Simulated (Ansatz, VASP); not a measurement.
## Two plane-wave programs on TlZnO2

```
CELL_PARAMETERS angstrom
3.96000 0.00000 0.00000
0.00000 3.96000 0.00000
0.00000 0.00000 3.41012
ATOMIC_POSITIONS crystal
Zn 0.00000 0.00000 0.00000
Tl 0.50000 0.50000 0.50000
O 0.50000 0.00000 0.00000
O 0.00000 0.50000 0.00000
```

Alike in both runs: task single point; functional PBE; k mesh 4 × 4 × 6; occupations gaussian, width 0.1 eV; no spin polarisation.

```csv
,VASP,Ansatz
version,VASP 6.6.1,Ansatz 0.2.0
potentials or method,"VASP PAW PBE potentials, release 64 (Zn, Tl_d, O), cutoff 520 eV","scalar-relativistic, plane waves, PAW"
valence electrons in the cell,37,37
```

```tsv
	VASP	Ansatz	Ansatz less VASP
gap on the k mesh at the Fermi level (eV)	none	none	-
pressure (GPa)	9.1	8.6	-0.54
traceless stress, the component that is largest in VASP (GPa)	-4.29	-3.76	+0.522
```

A gap of «none» marks a metal or a gap that the smearing closes. The functional is the same, so the differences come from potentials, cutoffs and numerics.

The k mesh is coarse, so the values compare programs but aren't converged. Spin-orbit coupling is off throughout.
